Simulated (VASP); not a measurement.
## CdS: single point with PBEsol

Crystal: CdS.

```xyz
4
Lattice="4.1245 0.0000 0.0000 -2.0623 3.5720 0.0000 0.0000 0.0000 6.7092" Properties=species:S:1:pos:R:3 pbc="T T T"
Cd    0.0000    2.3813   -0.3092
Cd    2.0623    1.1907    3.0454
S     0.0000    2.3813    2.8385
S     2.0623    1.1907    6.1931
```

This cell differs from its parent crystal: atoms displaced along a vibrational mode.

```
Program                : VASP 6.6.1
Task                   : single point
Functional             : PBEsol
Potentials or basis    : VASP PAW PBE potentials, release 64 (Cd, S)
Cutoff                 : 520 eV
k mesh                 : 9 × 9 × 4
Occupations            : gaussian, width 0.01 eV
Spin                   : no spin polarisation
Dipole correction      : no
Further INCAR settings : ALGO = Normal; EDIFF = 1e-06; NBANDS = 26
```

| Property | Result |
| --- | --- |
| Pressure | 4.0 GPa |
| Largest force | 0.435 eV/Å |
| Band gap on the k mesh | 1.35 eV |

Forces in eV/Å, atoms in the order of the input:
```
Cd   0.000  0.000  0.435
Cd   0.000  0.000  0.435
S    0.000  0.000 -0.435
S    0.000  0.000 -0.435
```

Stress tensor (GPa, compression positive):
```
 7.44  0.00  0.00
 0.00  7.44  0.00
 0.00  0.00 -2.88
```

Levels at points of the mesh, in eV from the valence-band top:
```tsv
k point	band 16	band 17	band 18	band 19	band 20	band 21
(0.00, 0.00, 0.00)	-0.31	0.00	0.00	1.35	2.05	6.33
(0.00, 0.00, 0.50)	-0.22	-0.22	-0.22	2.45	2.45	6.18
```

It took 77 s on 1 thread of Intel Xeon 8259CL, on a shared host, peak memory 0.25 GiB.

Caveat: the cell differs from its parent crystal (atoms displaced along a vibrational mode); the cell stands under pressure; the PAW data sets were made with another functional, which shifts forces and pressure a little.
